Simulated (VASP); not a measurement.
# Hf4N (Fmmm) in VASP: notebook

The runs below take Hf4N through single point, relaxation of cell and atoms, with PBE.

All numbers are computed with VASP 6.6.1; they aren't measurements. Logs are shortened: lines on timing, memory, paths and dates and some standing lists are left out, and cuts for length are marked.

## (1) The cell of the first run

The structure is orthorhombic, space group Fmmm (No. 69). The conventional cell has a = 5.469 Å, b = 8.097 Å, c = 9.825 Å, α = 90.00°, β = 90.00°, γ = 90.00°. Hf (site symmetry 2/m) has 10 Hf at 2.73 to 3.59 Å and 2 N at 2.81 Å within 3.6 Å. Within 2.4 Å of Hf (site symmetry m2m) lie 1 N at 1.81 Å. N (site symmetry mmm) has 2 Hf at 1.81 Å within 2.4 Å.

## (2) Single point, PBE

The input, INCAR:

```
SYSTEM = Hf4N
ALGO = Normal ; EDIFF = 1E-6
ENCUT = 520 ; GGA = PE
ISIF = 2 ; ISMEAR = 0
LASPH = .TRUE. ; LCHARG = .FALSE.
LREAL = .FALSE. ; LWAVE = .FALSE.
NBANDS = 30 ; NELM = 100
PREC = Accurate ; SIGMA = 0.1
```

The input, KPOINTS:

```
k-points
0
G
  4 4 4
  0 0 0
```

The input, POSCAR:

```
Hf4N
1.0
    0.0000000000      4.0485120700      4.9124127500
    2.7344746200      0.0000000000      4.9124127500
    2.7344746200      4.0485120700      0.0000000000
Hf N
4 1
Direct
    0.0000000000      0.5000000000      0.0000000000
    0.5000000000      0.0000000000      0.5000000000
    0.2235820800      0.7764179200      0.2235820800
    0.7764179200      0.2235820800      0.7764179200
    0.0000000000      0.0000000000      0.0000000000
```

Potentials or basis: VASP PAW PBE potentials, release 64 (Hf_pv, N).

On the command line:

```sh
$ cat potpaw_PBE.64/Hf_pv/POTCAR potpaw_PBE.64/N/POTCAR > POTCAR
$ mpirun -np 1 vasp_std > vasp.out
```

OUTCAR:

```text
SYSTEM = Hf4N
   EDIFF = 1E-6
   ENCUT = 520
   GGA = PE
   ISIF = 2
   ISMEAR = 0
   LASPH = .TRUE.
   LREAL = .FALSE.
   NELM = 100
   PREC = Accurate

 ion  position               nearest neighbor table
   1  0.000  0.500  0.000-   2 2.73   2 2.73   5 2.81   5 2.81   3 3.34   3 3.34   4 3.34   4 3.34
                             4 3.59   3 3.59   4 3.59   3 3.59
   2  0.500  0.000  0.500-   1 2.73   1 2.73   5 2.81   5 2.81   3 3.34   4 3.34   4 3.34   3 3.34
                             4 3.59   3 3.59   3 3.59   4 3.59
   3  0.224  0.776  0.224-   5 1.81   4 2.77   4 2.77   1 3.34   1 3.34   2 3.34   2 3.34   1 3.59
                             1 3.59   2 3.59   2 3.59   4 3.62
   4  0.776  0.224  0.776-   5 1.81   3 2.77   3 2.77   2 3.34   2 3.34   1 3.34   1 3.34   2 3.59
                             2 3.59   1 3.59   1 3.59   3 3.62
   5  0.000  0.000  0.000-   3 1.81   4 1.81   1 2.81   2 2.81   1 2.81   2 2.81

  LATTYP: Found a face centered orthorhombic cell.
 ALAT       =     5.4689492400
 B/A-ratio  =     1.4805447600
 C/A-ratio  =     1.7964740700

  Lattice vectors:

 A1 = (   0.0000000000,   4.0485120700,   4.9124127500)
 A2 = (   2.7344746200,   0.0000000000,   4.9124127500)
 A3 = (   2.7344746200,   4.0485120700,   0.0000000000)

Analysis of symmetry for initial positions (statically):
=====================================================================
 Subroutine PRICEL returns:
 Original cell was already a primitive cell.

 Routine SETGRP: Setting up the symmetry group for a
 face centered orthorhombic supercell.

 Subroutine GETGRP returns: Found  8 space group operations
 (whereof  8 operations were pure point group operations)
 out of a pool of  8 trial point group operations.

The static configuration has the point symmetry D_2h.

Analysis of symmetry for dynamics (positions and initial velocities):
=====================================================================
 Subroutine PRICEL returns:
 Original cell was already a primitive cell.

 Routine SETGRP: Setting up the symmetry group for a
 face centered orthorhombic supercell.

 Subroutine GETGRP returns: Found  8 space group operations
 (whereof  8 operations were pure point group operations)
 out of a pool of  8 trial point group operations.

The dynamic configuration has the point symmetry D_2h.

 Subroutine INISYM returns: Found  8 space group operations
 (whereof  8 operations are pure point group operations),
 and found     1 'primitive' translations

----------------------------------------------------------------------------------------

                                     Primitive cell

  volume of cell :     108.7663

  direct lattice vectors                    reciprocal lattice vectors
     0.000000000  4.048512070  4.912412750    -0.182850481  0.123502164  0.101782978
     2.734474620  0.000000000  4.912412750     0.182850481 -0.123502164  0.101782978
     2.734474620  4.048512070  0.000000000     0.182850481  0.123502164 -0.101782978

  length of vectors
     6.365708838  5.622201568  4.885468394     0.242995592  0.242995592  0.242995592

  position of ions in fractional coordinates (direct lattice)
     0.000000000  0.500000000  1.000000000
     0.500000000  1.000000000  0.500000000
     0.223582080  0.776417920  0.223582080
     0.776417920  0.223582080  0.776417920
     0.000000000  0.000000000  0.000000000

  ion indices of the primitive-cell ions
   primitive index   ion index
                 1           1
                 2           2
                 3           3
                 4           4
                 5           5

----------------------------------------------------------------------------------------

 KPOINTS: k-points

Automatic generation of k-mesh.
 Grid dimensions read from file:
 generate k-points for:    4    4    4

 Generating k-lattice:

  Cartesian coordinates                     Fractional coordinates (reciprocal lattice)
    -0.045712620  0.030875541  0.025445745     0.250000000  0.000000000  0.000000000
     0.045712620 -0.030875541  0.025445745     0.000000000  0.250000000 -0.000000000
     0.045712620  0.030875541 -0.025445745     0.000000000 -0.000000000  0.250000000

  Length of vectors
     0.060748898  0.060748898  0.060748898

  Shift w.r.t. Gamma in fractional coordinates (k-lattice)
     0.000000000  0.000000000  0.000000000

 Subroutine IBZKPT returns following result:
 ===========================================

 Found     18 irreducible k-points:

 Following reciprocal coordinates:
            Coordinates               Weight
  0.000000  0.000000  0.000000      1.000000
  0.250000  0.000000  0.000000      8.000000
  0.500000  0.000000  0.000000      4.000000
  0.250000  0.250000  0.000000      2.000000
  0.500000  0.250000  0.000000      8.000000
 -0.250000  0.250000 -0.000000      4.000000
[... 10 lines left out ...]
 -0.250000  0.250000  0.500000      2.000000
  0.000000  0.500000  0.500000      1.000000
   k-points           NKPTS =     18   k-points in BZ     NKDIM =     18   number of bands    NBANDS=     30
   number of dos      NEDOS =    301   number of ions     NIONS =      5
   total plane-waves  NPLWV =  72576
   dimension x,y,z NGX =    48 NGY =   42 NGZ =   36
   dimension x,y,z NGXF=    96 NGYF=   84 NGZF=   72
   ions per type =               4   1
   NGX,Y,Z   is equivalent  to a cutoff of  12.54, 12.42, 12.25 a.u.
   NGXF,Y,Z  is equivalent  to a cutoff of  25.07, 24.84, 24.50 a.u.
 SYSTEM =  Hf4N
   PREC   = accura    normal or accurate (medium, high low for compatibility)
   ISTART =      0    job   : 0-new  1-cont  2-samecut
   ICHARG =      2    charge: 1-file 2-atom 10-const
   ISPIN  =      1    spin polarized calculation?
   LNONCOLLINEAR =      F non collinear calculations
   LSORBIT =      F    spin-orbit coupling
   LASPH  =      T    aspherical Exc in radial PAW
   ENCUT  =  520.0 eV  38.22 Ry    6.18 a.u.  11.84 10.45  9.08*2*pi/ulx,y,z
   NELM   =    100;   NELMIN=  2; NELMDL= -5     # of ELM steps
   EDIFF  = 0.1E-05   stopping-criterion for ELM
   LREAL  =      F    real-space projection
   EDIFFG = 0.1E-04   stopping-criterion for IOM
   NSW    =      0    number of steps for IOM
   IBRION =     -1    ionic relax: 0-MD 1-quasi-New 2-CG
   NFREE  =      0    steps in history (QN), initial steepest desc. (CG)
   ISIF   =      2    stress and relaxation
   ISYM   =      2    0-nonsym 1-usesym 2-fastsym
   POTIM  = 0.5000    time-step for ionic-motion
   TEBEG  =    0.0;   TEEND  =   0.0 temperature during run
   PSTRESS=    0.0 pullay stress
   NELECT =      45.0000    total number of electrons
   NUPDOWN=      -1.0000    fix difference up-down
   EMIN   =  10.00;   EMAX   =-10.00  energy-range for DOS
   EFERMI =   0.00;   METHOD = LEGACY
   ISMEAR =     0;   SIGMA  =   0.10  broadening in eV -4-tet -1-fermi 0-gaus
   EFERMI_NEDOS =   21; number of points for ismear=-14 and -15
   IALGO  =     38    algorithm
   IMIX   =      4    mixing-type and parameters
     AMIX     =   0.40;   BMIX     =  1.00
     AMIX_MAG =   1.60;   BMIX_MAG =  1.00
  volume/ion in A,a.u.               =      21.75       146.80
  Fermi-wavevector in a.u.,A,eV,Ry     =   1.219872  2.305224 20.246663  1.488088
  Thomas-Fermi vector in A             =   2.355109
   LORBIT       =      0    0 simple, 1 ext, 2 COOP (PROOUT), +10 PAW based schemes
   GGA     = PE    functional components
   LHFCALC =     F    Hartree Fock is set to
   AEXX    =    0.0000 exact exchange contribution
   IVDW    =     0    specifies the selected vdW correction
   LEPSILON=     F    determine dielectric tensor
   LRPA    =     F    only Hartree local field effects (RPA)
 non-spin polarized calculation
 Gauss-broadening in eV      SIGMA  =   0.10
  energy-cutoff  :      520.00
  volume of cell :      108.77
 maximum number of plane-waves:      2946
   NGX = 23   NGY = 21   NGZ = 19

 number of electron      45.0000001 magnetization

 Free energy of the ion-electron system (eV)
  ---------------------------------------------------
  ext. energy  EPLUGINS =         0.00000000
  ---------------------------------------------------
  free energy    TOTEN  =       -45.18891321 eV

  energy without entropy =      -45.15690678  energy(sigma->0) =      -45.17290999

 E-fermi :   3.9481     XC(G=0): -10.6186

 val. band max:        3.9383083040   @ k =   0.2500   0.0000   0.0000
 cond. band min:       3.9635120230   @ k =   0.5000   0.5000   0.0000
 fundamental gap:      0.0252037190
 Fermi energy:         3.9480793704

 k-point     1 :       0.0000    0.0000    0.0000
  band No.  band energies     occupation
      1     -27.4889      2.00000
      2     -26.9626      2.00000
      3     -26.9329      2.00000
      4     -26.8212      2.00000
      5     -26.7536      2.00000
      6     -26.6701      2.00000
[... 22 lines left out ...]
     29       7.5543      0.00000
     30       7.6033      0.00000

 k-point     2 :       0.2500    0.0000    0.0000
  band No.  band energies     occupation
      1     -27.2946      2.00000
      2     -26.9267      2.00000
      3     -26.8338      2.00000
      4     -26.8218      2.00000
      5     -26.7480      2.00000
      6     -26.6552      2.00000
[... 22 lines left out ...]
     29       6.8497      0.00000
     30       7.3802      0.00000

 k-point     3 :       0.5000    0.0000    0.0000
  band No.  band energies     occupation
      1     -26.9469      2.00000
      2     -26.8987      2.00000
      3     -26.7469      2.00000
      4     -26.7397      2.00000
      5     -26.7380      2.00000
      6     -26.7169      2.00000
[... 22 lines left out ...]
     29       6.2487      0.00000
     30       6.6377      0.00000

 k-point     4 :       0.2500    0.2500    0.0000
  band No.  band energies     occupation
      1     -27.4953      2.00000
      2     -26.9581      2.00000
      3     -26.9448      2.00000
      4     -26.8048      2.00000
      5     -26.7508      2.00000
      6     -26.6498      2.00000
[... 22 lines left out ...]
     29       7.2258      0.00000
     30       7.4170      0.00000

 k-point     5 :       0.5000    0.2500    0.0000
  band No.  band energies     occupation
      1     -27.3048      2.00000
      2     -26.9375      2.00000
      3     -26.8126      2.00000
      4     -26.7858      2.00000
      5     -26.7668      2.00000
      6     -26.6539      2.00000
[... 22 lines left out ...]
     29       6.9209      0.00000
     30       7.3966      0.00000
[... 328 lines left out ...]
     29       6.9065      0.00000
     30       7.5449      0.00000

 k-point    16 :       0.5000    0.0000    0.5000
  band No.  band energies     occupation
      1     -27.4980      2.00000
      2     -27.0011      2.00000
      3     -26.9288      2.00000
      4     -26.8143      2.00000
      5     -26.8026      2.00000
      6     -26.6977      2.00000
[... 22 lines left out ...]
     29       6.9209      0.00000
     30       7.9923      0.00000

 k-point    17 :      -0.2500    0.2500    0.5000
  band No.  band energies     occupation
      1     -27.4976      2.00000
      2     -27.0111      2.00000
      3     -26.9773      2.00000
      4     -26.8332      2.00000
      5     -26.7213      2.00000
      6     -26.7121      2.00000
[... 22 lines left out ...]
     29       6.6747      0.00000
     30       7.2802      0.00000

 k-point    18 :       0.0000    0.5000    0.5000
  band No.  band energies     occupation
      1     -27.4975      2.00000
      2     -27.0592      2.00000
      3     -26.9481      2.00000
      4     -26.8509      2.00000
      5     -26.7505      2.00000
      6     -26.6550      2.00000
[... 22 lines left out ...]
     29       6.4517      0.00000
     30       6.6553      0.00000

------------------------ aborting loop because EDIFF is reached ----------------------------------------

  FORCE on cell =-STRESS in cart. coord.  units (eV):
  Direction    XX          YY          ZZ          XY          YZ          ZX
  --------------------------------------------------------------------------------------
  -------------------------------------------------------------------------------------
  Total        7.8985711     12.9753923     -7.6962357     -0.0000000      0.0000000      0.0000000
  in kB      116.3496102    191.1335378   -113.3691169     -0.0000000      0.0000000      0.0000000
  external PRESSURE =      64.7046770 kB  Pullay stress =       0.0000000 kB

 VOLUME and BASIS-vectors are now :
 -----------------------------------------------------------------------------
  energy-cutoff  :      520.00
  volume of cell :      108.77
      direct lattice vectors                 reciprocal lattice vectors
     0.000000000  4.048512070  4.912412750    -0.182850481  0.123502164  0.101782978
     2.734474620  0.000000000  4.912412750     0.182850481 -0.123502164  0.101782978
     2.734474620  4.048512070  0.000000000     0.182850481  0.123502164 -0.101782978

 POSITION                                       TOTAL-FORCE (eV/Angst)
 -----------------------------------------------------------------------------------
      1.36724      0.00000      2.45621        -0.000000      0.000000     -0.000000
      1.36724      4.04851      2.45621        -0.000000      0.000000      0.000000
      2.73447      1.81035      4.91241        -0.000000      6.142552     -0.000000
      2.73447      6.28667      4.91241        -0.000000     -6.142552     -0.000000
      0.00000      0.00000      0.00000         0.000000     -0.000000     -0.000000
 -----------------------------------------------------------------------------------
    total drift:                               -0.000000     -0.000000     -0.000000

  FREE ENERGIE OF THE ION-ELECTRON SYSTEM (eV)
  ---------------------------------------------------
  free  energy   TOTEN  =       -45.1889132064 eV

  energy  without entropy=      -45.1569067821  energy(sigma->0) =      -45.17290999
```

Run time: 30 s. Hardware: 1 thread of Intel Xeon 6975P-C (Granite Rapids), shared host; peak memory 0.27 GiB.

Results:

| Property | Result |
| --- | --- |
| Free energy | -45.1889 eV |
| Pressure | 6.5 GPa |
| Largest force | 6.143 eV/Å |

Forces in eV/Å, atoms in the order of the input:
```
Hf   0.000  0.000  0.000
Hf   0.000  0.000  0.000
Hf   0.000  6.143  0.000
Hf   0.000 -6.143  0.000
N    0.000  0.000  0.000
```

Caveat: the k points lie up to 0.38 Å⁻¹ apart; spin-orbit coupling is left out, which moves the levels of the heavy elements; forces of over 1 eV/Å act on the atoms, so gaps and moduli don't describe the material at rest.

(Part 1 of 2 ends here.)
